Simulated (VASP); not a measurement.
# BN (P6_3mc) in VASP: a series of runs

The runs below take BN through relaxation of cell and atoms, with RPBE, r2SCAN+rVV10, r2SCAN.

All numbers are computed with VASP 6.6.1; they aren't measurements. Logs are shortened: lines on timing, memory, paths and dates and some standing lists are left out, and cuts for length are marked.

## 1. The cell of the first run

It takes space group P6_3mc (No. 186, hexagonal). The conventional cell has a = 2.536 Å, b = 2.536 Å, c = 4.199 Å, α = 90.00°, β = 90.00°, γ = 120.00°. Within 2.1 Å of B (site symmetry 3m) lie 4 N at 1.56 to 1.57 Å. N (site symmetry 3m) has 4 B at 1.56 to 1.57 Å within 2.1 Å.

## 2. Relaxation of cell and atoms, RPBE

Input file INCAR:

```
SYSTEM = BN
PREC = Accurate ; ENCUT = 600
EDIFF = 1E-6 ; ISMEAR = 0
SIGMA = 0.01 ; LREAL = .FALSE.
LASPH = .TRUE. ; NELM = 80
ALGO = Normal ; ISIF = 3
LWAVE = .FALSE. ; LCHARG = .FALSE.
GGA = RP ; IBRION = 2
NSW = 80 ; EDIFFG = -0.01
```

Input file KPOINTS:

```
regular mesh
0
G
  12 12 6
  0 0 0
```

Input file POSCAR:

```
BN
1.0
    2.5360000000      0.0000000000      0.0000000000
   -1.2680000000      2.1962400000      0.0000000000
    0.0000000000      0.0000000000      4.1990000000
B N
2 2
Direct
    0.6666666667      0.3333333333      0.0000000000
    0.3333333333      0.6666666667      0.5000000000
    0.6666666667      0.3333333333      0.3750000000
    0.3333333333      0.6666666667      0.8750000000
```

Potentials or basis: VASP PAW PBE potentials, release 64 (B, N).

The run is started by

```console
cat potpaw_PBE.64/B/POTCAR potpaw_PBE.64/N/POTCAR > POTCAR
mpirun -np 1 vasp_std > vasp.out
```

OUTCAR:

```text
SYSTEM = BN
   PREC = Accurate
   ENCUT = 600
   EDIFF = 1E-6
   ISMEAR = 0
   LREAL = .FALSE.
   LASPH = .TRUE.
   NELM = 80
   ISIF = 3
   GGA = RP
   IBRION = 2
   NSW = 80
   EDIFFG = -0.01

 ion  position               nearest neighbor table
   1  0.667  0.333  0.000-   4 1.56   4 1.56   4 1.56   3 1.57
   2  0.333  0.667  0.500-   3 1.56   3 1.56   3 1.56   4 1.57
   3  0.667  0.333  0.375-   2 1.56   2 1.56   2 1.56   1 1.57
   4  0.333  0.667  0.875-   1 1.56   1 1.56   1 1.56   2 1.57

  LATTYP: Found a hexagonal cell.
 ALAT       =     2.5360000000
 C/A-ratio  =     1.6557570978

  Lattice vectors:

 A1 = (   2.5360000000,   0.0000000000,   0.0000000000)
 A2 = (  -1.2680000000,   2.1962400000,   0.0000000000)
 A3 = (   0.0000000000,   0.0000000000,   4.1990000000)

Analysis of symmetry for initial positions (statically):
=====================================================================
 Subroutine PRICEL returns:
 Original cell was already a primitive cell.

 Routine SETGRP: Setting up the symmetry group for a
 hexagonal supercell.

 Subroutine GETGRP returns: Found 12 space group operations
 (whereof  6 operations were pure point group operations)
 out of a pool of 24 trial point group operations.

The static configuration has the point symmetry C_3v.
 The point group associated with its full space group is C_6v.

Analysis of symmetry for dynamics (positions and initial velocities):
=====================================================================
 Subroutine PRICEL returns:
 Original cell was already a primitive cell.

 Routine SETGRP: Setting up the symmetry group for a
 hexagonal supercell.

 Subroutine GETGRP returns: Found 12 space group operations
 (whereof  6 operations were pure point group operations)
 out of a pool of 24 trial point group operations.

The dynamic configuration has the point symmetry C_3v.
 The point group associated with its full space group is C_6v.

 Subroutine INISYM returns: Found 12 space group operations
 (whereof  6 operations are pure point group operations),
 and found     1 'primitive' translations

----------------------------------------------------------------------------------------

                                     Primitive cell

  volume of cell :      23.3870

  direct lattice vectors                    reciprocal lattice vectors
     2.536000000  0.000000000  0.000000000     0.394321767  0.227661822  0.000000000
    -1.268000000  2.196240000  0.000000000     0.000000000  0.455323644  0.000000000
     0.000000000  0.000000000  4.199000000     0.000000000  0.000000000  0.238151941

  length of vectors
     2.536000000  2.535999633  4.199000000     0.455323578  0.455323644  0.238151941

  position of ions in fractional coordinates (direct lattice)
     0.666666667  0.333333333  0.000000000
     0.333333333  0.666666667  0.500000000
     0.666666667  0.333333333  0.375000000
     0.333333333  0.666666667  0.875000000

  ion indices of the primitive-cell ions
   primitive index   ion index
                 1           1
                 2           2
                 3           3
                 4           4

----------------------------------------------------------------------------------------

 KPOINTS: regular mesh

Automatic generation of k-mesh.
 Grid dimensions read from file:
 generate k-points for:   12   12    6

 Generating k-lattice:

  Cartesian coordinates                     Fractional coordinates (reciprocal lattice)
     0.032860147  0.018971819  0.000000000     0.083333333  0.000000000  0.000000000
     0.000000000  0.037943637  0.000000000     0.000000000  0.083333333  0.000000000
     0.000000000  0.000000000  0.039691990     0.000000000  0.000000000  0.166666667

  Length of vectors
     0.037943632  0.037943637  0.039691990

  Shift w.r.t. Gamma in fractional coordinates (k-lattice)
     0.000000000  0.000000000  0.000000000

 Subroutine IBZKPT returns following result:
 ===========================================

 Found     76 irreducible k-points:

 Following reciprocal coordinates:
            Coordinates               Weight
  0.000000  0.000000  0.000000      1.000000
  0.083333 -0.000000  0.000000      6.000000
  0.166667 -0.000000  0.000000      6.000000
  0.250000 -0.000000  0.000000      6.000000
  0.333333 -0.000000  0.000000      6.000000
  0.416667 -0.000000  0.000000      6.000000
[... 16 lines left out ...]
  0.250000 -0.000000  0.166667     12.000000
  0.333333 -0.000000  0.166667     12.000000
 [... further k-points ...]
   k-points           NKPTS =     76   k-points in BZ     NKDIM =     76   number of bands    NBANDS=     12
   number of dos      NEDOS =    301   number of ions     NIONS =      4
   total plane-waves  NPLWV =  14400
   dimension x,y,z NGX =    20 NGY =   20 NGZ =   36
   dimension x,y,z NGXF=    40 NGYF=   40 NGZF=   72
   ions per type =               2   2
   NGX,Y,Z   is equivalent  to a cutoff of  13.11, 13.11, 14.25 a.u.
   NGXF,Y,Z  is equivalent  to a cutoff of  26.22, 26.22, 28.51 a.u.
 SYSTEM =  BN
   PREC   = accura    normal or accurate (medium, high low for compatibility)
   ISTART =      0    job   : 0-new  1-cont  2-samecut
   ICHARG =      2    charge: 1-file 2-atom 10-const
   ISPIN  =      1    spin polarized calculation?
   LNONCOLLINEAR =      F non collinear calculations
   LSORBIT =      F    spin-orbit coupling
   LASPH  =      T    aspherical Exc in radial PAW
   ENCUT  =  600.0 eV  44.10 Ry    6.64 a.u.   5.07  5.07  8.39*2*pi/ulx,y,z
   NELM   =     80;   NELMIN=  2; NELMDL= -5     # of ELM steps
   EDIFF  = 0.1E-05   stopping-criterion for ELM
   LREAL  =      F    real-space projection
   EDIFFG = -.1E-01   stopping-criterion for IOM
   NSW    =     80    number of steps for IOM
   IBRION =      2    ionic relax: 0-MD 1-quasi-New 2-CG
   NFREE  =      1    steps in history (QN), initial steepest desc. (CG)
   ISIF   =      3    stress and relaxation
   ISYM   =      2    0-nonsym 1-usesym 2-fastsym
   POTIM  = 0.5000    time-step for ionic-motion
   TEBEG  =    0.0;   TEEND  =   0.0 temperature during run
   PSTRESS=    0.0 pullay stress
   NELECT =      16.0000    total number of electrons
   NUPDOWN=      -1.0000    fix difference up-down
   EMIN   =  10.00;   EMAX   =-10.00  energy-range for DOS
   EFERMI =   0.00;   METHOD = LEGACY
   ISMEAR =     0;   SIGMA  =   0.01  broadening in eV -4-tet -1-fermi 0-gaus
   EFERMI_NEDOS =   21; number of points for ismear=-14 and -15
   IALGO  =     38    algorithm
   IMIX   =      4    mixing-type and parameters
     AMIX     =   0.40;   BMIX     =  1.00
     AMIX_MAG =   1.60;   BMIX_MAG =  1.00
  volume/ion in A,a.u.               =       5.85        39.46
  Fermi-wavevector in a.u.,A,eV,Ry     =   1.442524  2.725976 28.312048  2.080877
  Thomas-Fermi vector in A             =   2.561035
   LORBIT       =      0    0 simple, 1 ext, 2 COOP (PROOUT), +10 PAW based schemes
   GGA     = RP    functional components
   LHFCALC =     F    Hartree Fock is set to
   AEXX    =    0.0000 exact exchange contribution
   IVDW    =     0    specifies the selected vdW correction
   LEPSILON=     F    determine dielectric tensor
   LRPA    =     F    only Hartree local field effects (RPA)
 conjugate gradient relaxation of ions
 non-spin polarized calculation
 Gauss-broadening in eV      SIGMA  =   0.01
  energy-cutoff  :      600.00
  volume of cell :       23.39
 maximum number of plane-waves:       801
   NGX = 11   NGY = 11   NGZ = 17

--------------------------------------- Ionic step        1  -------------------------------------------

 number of electron      16.0000003 magnetization

 Free energy of the ion-electron system (eV)
  ---------------------------------------------------
  ext. energy  EPLUGINS =         0.00000000
  ---------------------------------------------------
  free energy    TOTEN  =       -33.15373930 eV

  energy without entropy =      -33.15373930  energy(sigma->0) =      -33.15373930

------------------------ aborting loop because EDIFF is reached ----------------------------------------

  FORCE on cell =-STRESS in cart. coord.  units (eV):
  Direction    XX          YY          ZZ          XY          YZ          ZX
  --------------------------------------------------------------------------------------
  -------------------------------------------------------------------------------------
  Total        2.1144106      2.1144097      1.9045991      0.0000000      0.0000000     -0.0000000
  in kB      144.8521618    144.8521058    130.4785863      0.0000000      0.0000000     -0.0000000
  external PRESSURE =     140.0609513 kB  Pullay stress =       0.0000000 kB
[... 175 lines left out ...]
  energy  without entropy=      -33.1905646762  energy(sigma->0) =      -33.19056468

--------------------------------------- Ionic step        6  -------------------------------------------

 number of electron      16.0000002 magnetization

 Free energy of the ion-electron system (eV)
  ---------------------------------------------------
  ext. energy  EPLUGINS =         0.00000000
  ---------------------------------------------------
  free energy    TOTEN  =       -33.19061810 eV

  energy without entropy =      -33.19061810  energy(sigma->0) =      -33.19061810

 E-fermi :   7.4231     XC(G=0): -12.5891

 val. band max:        7.3547077450   @ k =   0.0000   0.0000   0.0000
 cond. band min:      12.6681456068   @ k =   0.3333   0.3333   0.0000
 fundamental gap:      5.3134378618
 Fermi energy:         7.4231201516

 k-point     1 :       0.0000    0.0000    0.0000
  band No.  band energies     occupation
      1     -12.8236      2.00000
      2      -8.8012      2.00000
      3      -3.3258      2.00000
      4       5.2835      2.00000
      5       5.2835      2.00000
      6       7.1057      2.00000
      7       7.3547      2.00000
      8       7.3547      2.00000
      9      15.6798      0.00000
     10      15.6798      0.00000
     11      15.8696      0.00000
     12      16.5603      0.00000
[... 331 lines left out ...]
 k-point    24 :       0.3333   -0.0000    0.1667
  band No.  band energies     occupation
      1     -10.4404      2.00000
      2      -7.7815      2.00000
      3      -1.2922      2.00000
      4       0.1388      2.00000
      5       1.4624      2.00000
      6       3.1694      2.00000
      7       4.9381      2.00000
      8       5.4998      2.00000
      9      14.1647      0.00000
     10      15.6265      0.00000
     11      18.1828      0.00000
     12      18.1926      0.00000

 [... further k-points ...]
[... 5 lines left out ...]
  --------------------------------------------------------------------------------------
  -------------------------------------------------------------------------------------
  Total        0.0323375      0.0323374      0.0198680      0.0000000      0.0000000      0.0000000
  in kB        2.1373920      2.1373912      1.3132064      0.0000000      0.0000000      0.0000000
  external PRESSURE =       1.8626632 kB  Pullay stress =       0.0000000 kB
[... 19 lines left out ...]
  FREE ENERGIE OF THE ION-ELECTRON SYSTEM (eV)
  ---------------------------------------------------
  free  energy   TOTEN  =       -33.1906181001 eV

  energy  without entropy=      -33.1906181001  energy(sigma->0) =      -33.19061810

 reached required accuracy - stopping structural energy minimisation
```

It took 96 s on 1 thread of Intel Xeon Platinum 8375C at 2.90GHz (Ice Lake), shared host; peak memory 0.15 GiB.

What came out:

| Item | Value |
| --- | --- |
| Free energy | -33.1906 eV |
| Relaxed volume | 6.06 Å³/atom |
| Relaxed cell | a = 2.568 Å, b = 2.568 Å, c = 4.245 Å, α = 90.00°, β = 90.00°, γ = 120.00° |
| Space group after relaxing (to 0.05 Å) | P6_3mc (No. 186) |
| Energy gained by relaxing | 9.2 meV/atom |
| Ionic steps | 6 |
| Pressure after relaxing | 0.2 GPa |
| Band gap on the k mesh | 5.31 eV, indirect (least direct gap 8.22 eV) |

Step by step:
```
step  energy change (eV)  largest force (eV/Å)  pressure (GPa)  volume (Å³)
   1              0.0000                0.0624           14.01        23.39
   2             -0.0001                0.1234          -12.39        25.16
   3             -0.0368                0.0391           -0.03        24.25
   4             -0.0368                0.0372            0.23        24.24
   5             -0.0368                0.0361            0.14        24.24
   6             -0.0369                0.0013            0.19        24.24
```

Final structure:
```yaml
crystal:
  lattice:
    - [2.56770, 0.00000, 0.00000]
    - [-1.28385, 2.22369, 0.00000]
    - [0.00000, 0.00000, 4.24535]
  atoms:
    - { symbol: B, position: [0.66667, 0.33333, 0.00015] }
    - { symbol: B, position: [0.33333, 0.66667, 0.50015] }
    - { symbol: N, position: [0.66667, 0.33333, 0.37485] }
    - { symbol: N, position: [0.33333, 0.66667, 0.87485] }
```

Caveat: the PAW data sets were made with another functional, which shifts forces and pressure a little. Zero-point motion and thermal expansion aren't in these numbers.

## 3. Relaxation of cell and atoms, r2SCAN+rVV10

POSCAR is that of step 2.

Input file INCAR.step1:

```
PREC     = Accurate       # precision mode
ENCUT    = 600            # plane-wave cutoff, eV
ISMEAR   = 0              # smearing method
SIGMA    = 0.01           # smearing width, eV
LREAL    = F              # projectors in reciprocal space
LASPH    = T              # aspherical terms in the spheres
NELM     = 60             # most SCF steps
GGA      = PE             # functional
ALGO     = Normal         # electronic algorithm
EDIFF    = 1E-4           # SCF threshold, eV
LWAVE    = T              # write WAVECAR
LCHARG   = F              # write CHGCAR
```

Input file INCAR.step2:

```
PREC     = Accurate       # precision mode
ENCUT    = 600            # plane-wave cutoff, eV
EDIFF    = 1E-6           # SCF threshold, eV
ISMEAR   = 0              # smearing method
SIGMA    = 0.01           # smearing width, eV
LREAL    = F              # projectors in reciprocal space
LASPH    = T              # aspherical terms in the spheres
NELM     = 60             # most SCF steps
ALGO     = Normal         # electronic algorithm
ISIF     = 3              # what is computed and relaxed
LWAVE    = F              # write WAVECAR
LCHARG   = F              # write CHGCAR
METAGGA  = R2SCAN         # meta-GGA
LMIXTAU  = T            
LUSE_VDW = T            
IVDW_NL  = 2            
BPARAM   = 11.95        
CPARAM   = 0.0093       
IBRION   = 2              # ionic algorithm
NSW      = 80             # ionic steps
EDIFFG   = -0.01          # ionic threshold
ISTART   = 1
```

Input file KPOINTS:

```
regular mesh
0
Gamma
  12 12 6
```

Potentials or basis: VASP PAW PBE potentials, release 64 (B, N).

The run is started by

```console
cat potpaw_PBE.64/B/POTCAR potpaw_PBE.64/N/POTCAR > POTCAR
cp INCAR.step1 INCAR
mpirun -np 1 vasp_std > vasp.out
cp INCAR.step2 INCAR
mpirun -np 1 vasp_std > vasp.out
```

It took 11 min on 1 thread of Intel Xeon Platinum 8375C at 2.90GHz (Ice Lake), shared host; peak memory 0.22 GiB.

The run converged. Its results:

| Quantity | Value |
| --- | --- |
| Free energy | -38.0720 eV |
| Relaxed volume | 5.90 Å³/atom |
| Relaxed cell | a = 2.545 Å, b = 2.545 Å, c = 4.209 Å, α = 90.00°, β = 90.00°, γ = 120.00° |
| Space group after relaxing (to 0.05 Å) | P6_3mc (No. 186) |
| Energy gained by relaxing | 0.6 meV/atom |
| Ionic steps | 6 |
| Pressure after relaxing | -0.1 GPa |
| Band gap on the k mesh | 5.66 eV, indirect (least direct gap 8.96 eV) |

Step by step:
```tsv
step	energy change (eV)	largest force (eV/Å)	pressure (GPa)	volume (Å³)
1	0.0000	0.0542	3.65	23.39
2	0.0007	0.0839	-3.95	23.84
3	-0.0025	0.0117	0.04	23.60
4	-0.0025	0.0131	-0.04	23.60
5	-0.0025	0.0110	-0.11	23.61
6	-0.0026	0.0009	-0.07	23.60
```

Final structure:
```
CELL_PARAMETERS angstrom
2.54463 0.00000 0.00000
-1.27232 2.20372 0.00000
0.00000 0.00000 4.20939
ATOMIC_POSITIONS crystal
B 0.66667 0.33333 0.00024
B 0.33333 0.66667 0.50024
N 0.66667 0.33333 0.37476
N 0.33333 0.66667 0.87476
```

Levels at points of the mesh, in eV from the valence-band top:
```tsv
k point	band 5	band 6	band 7	band 8	band 9	band 10	band 11	band 12
(0.00, 0.00, 0.00)	-2.21	-0.28	0.00	0.00	9.06	9.06	9.29	10.19
(0.50, 0.00, 0.00)	-7.21	-5.19	-4.55	-2.20	7.26	8.56	11.35	12.19
(0.00, 0.00, 0.50)	-1.22	-1.22	-1.22	-1.22	10.22	10.22	10.67	10.67
(0.50, 0.00, 0.50)	-3.92	-3.92	-3.73	-3.73	7.15	7.15	10.69	10.69
```

Caveat: the PAW data sets were made with another functional, which shifts forces and pressure a little.

## 4. Relaxation of cell and atoms, r2SCAN

POSCAR is that of step 3.

Input file INCAR.step1:

```
SYSTEM = BN
ALGO = Normal
EDIFF = 1E-4
ENCUT = 600
GGA = PE
ISMEAR = 0
LASPH = .TRUE.
LCHARG = .FALSE.
LREAL = .FALSE.
LWAVE = .TRUE.
NELM = 100
PREC = Accurate
SIGMA = 0.01
```

Input file INCAR.step2:

```
SYSTEM = BN
ALGO = Normal
EDIFF = 1E-6
EDIFFG = -0.01
ENCUT = 600
IBRION = 2
ISIF = 3
ISMEAR = 0
ISTART = 1
LASPH = .TRUE.
LCHARG = .FALSE.
LMIXTAU = .TRUE.
LREAL = .FALSE.
LWAVE = .FALSE.
METAGGA = R2SCAN
NELM = 100
NSW = 80
PREC = Accurate
SIGMA = 0.01
```

Input file KPOINTS:

```
k-points
0
G
  12 12 6
  0 0 0
```

The run is started by

```console
cat potpaw_PBE.64/B/POTCAR potpaw_PBE.64/N/POTCAR > POTCAR
cp INCAR.step1 INCAR
mpirun -np 1 vasp_std > vasp.out
cp INCAR.step2 INCAR
mpirun -np 1 vasp_std > vasp.out
```

Wall time 6.4 min (1 thread of Intel Xeon Platinum 8375C at 2.90GHz (Ice Lake), shared host); peak memory 0.15 GiB.

Results (log left out):

- Free energy: -38.2718 eV
- Relaxed volume: 5.91 Å³/atom
- Relaxed cell: a = 2.547 Å, b = 2.547 Å, c = 4.212 Å, α = 90.00°, β = 90.00°, γ = 120.00°
- Space group after relaxing (to 0.05 Å): P6_3mc (No. 186)
- Energy gained by relaxing: 1.0 meV/atom
- Ionic steps: 5
- Pressure after relaxing: 0.0 GPa
- Band gap on the k mesh: 5.72 eV, indirect (least direct gap 8.97 eV)

Step by step:
```csv
step,energy change (eV),largest force (eV/Å),pressure (GPa),volume (Å³)
1,0.0000,0.0502,4.55,23.39
2,0.0010,0.0811,-4.83,23.95
3,-0.0039,0.0136,0.03,23.65
4,-0.0039,0.0135,-0.03,23.66
5,-0.0039,0.0004,-0.01,23.65
```

Final structure:
```yaml
crystal:
  lattice:
    - [2.54652, 0.00000, 0.00000]
    - [-1.27326, 2.20535, 0.00000]
    - [0.00000, 0.00000, 4.21208]
  atoms:
    - { symbol: B, position: [0.66667, 0.33333, 0.00020] }
    - { symbol: B, position: [0.33333, 0.66667, 0.50020] }
    - { symbol: N, position: [0.66667, 0.33333, 0.37480] }
    - { symbol: N, position: [0.33333, 0.66667, 0.87480] }
```

Levels at points of the mesh, in eV from the valence-band top:
```
           k point  band 6  band 7  band 8  band 9  band 10  band 11
(0.00, 0.00, 0.00)   -0.27    0.00    0.00    9.06     9.06     9.29
(0.50, 0.00, 0.00)   -5.18   -4.52   -2.19    7.29     8.59    11.36
(0.00, 0.00, 0.50)   -1.22   -1.22   -1.22   10.22    10.22    10.67
(0.50, 0.00, 0.50)   -3.91   -3.72   -3.72    7.19     7.19    10.70
```

Caveat: the PAW data sets were made with another functional, which shifts forces and pressure a little.

## 5. The runs side by side

```csv
level,gap on the mesh (eV),pressure (GPa),relaxed volume (Å³/atom)
RPBE,5.31,0.2,6.06
r2SCAN+rVV10,5.66,-0.1,5.90
r2SCAN,5.72,0.0,5.91
```

Alike in all rows: task relaxation of cell and atoms; potentials or basis VASP PAW PBE potentials, release 64 (B, N); no spin polarisation; cell relaxed; k mesh 12 × 12 × 6; cutoff (eV) 600; smearing gaussian 0.01 eV.

Caveats: the PAW data sets were made with another functional, which shifts forces and pressure a little.

Absolute energies hang on the potentials; compare differences alone.
